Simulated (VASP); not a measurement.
Here is a VASP 6.6.1 calculation.

Contents of INCAR:

```
SYSTEM = SiGe5
ALGO     = Fast           ! electronic algorithm
EDIFF    = 1E-6           ! SCF threshold, eV
ENCUT    = 520            ! plane-wave cutoff, eV
GGA      = PE             ! functional
ISIF     = 2              ! what is computed and relaxed
ISMEAR   = 0              ! smearing method
LASPH    = .TRUE.         ! aspherical terms in the spheres
LCHARG   = .FALSE.        ! write CHGCAR
LREAL    = .FALSE.        ! projectors in reciprocal space
LWAVE    = .FALSE.        ! write WAVECAR
NBANDS   = 86             ! bands
NELM     = 100            ! most SCF steps
PREC     = Accurate       ! precision mode
SIGMA    = 0.1            ! smearing width, eV
```

KPOINTS

```
k-points
0
G
  12 12 2
  0 0 0
```

Contents of POSCAR:

```
SiGe5
1.0
    4.0350769787      0.0000000000      0.0000000000
   -2.0175384893      3.4944791697      0.0000000000
    0.0000000000      0.0000000000     19.7747511311
Si Ge
2 10
Direct
    0.3333333333      0.6666666667      0.0183387722
    0.6666666667      0.3333333333      0.9816612278
    0.6666666667      0.3333333333      0.8586467913
    0.3333333333      0.6666666667      0.1413532087
    0.0000000000      0.0000000000      0.8158280054
    0.0000000000      0.0000000000      0.6900183735
    0.0000000000      0.0000000000      0.1841719946
    0.0000000000      0.0000000000      0.3099816265
    0.3333333333      0.6666666667      0.5213760833
    0.6666666667      0.3333333333      0.4786239167
    0.6666666667      0.3333333333      0.3526927035
    0.3333333333      0.6666666667      0.6473072965
```

Potentials or basis: VASP PAW PBE potentials, release 64 (Si, Ge_d).

Launch:

```sh
$ cat potpaw_PBE.64/Si/POTCAR potpaw_PBE.64/Ge_d/POTCAR > POTCAR
$ mpirun -np 1 vasp_std > vasp.out
```

Question: Predict the pressure.

Answer: 0.0 GPa.

Question: Predict the band gap on the k mesh.

Answer: Zero (filled and empty bands touch).

Question: Estimate the largest force.

Answer: 0.007 eV/Å.

Forces on the atoms (eV/Å):
```
Si   0.000  0.000  0.005
Si   0.000  0.000 -0.005
Ge   0.000  0.000  0.001
Ge   0.000  0.000 -0.001
Ge   0.000  0.000  0.004
Ge   0.000  0.000 -0.006
Ge   0.000  0.000 -0.004
Ge   0.000  0.000  0.006
Ge   0.000  0.000 -0.007
Ge   0.000  0.000  0.007
Ge   0.000  0.000 -0.007
Ge   0.000  0.000  0.007
```

Caveat: semilocal functionals underestimate gaps, so a narrow gap can read as zero.
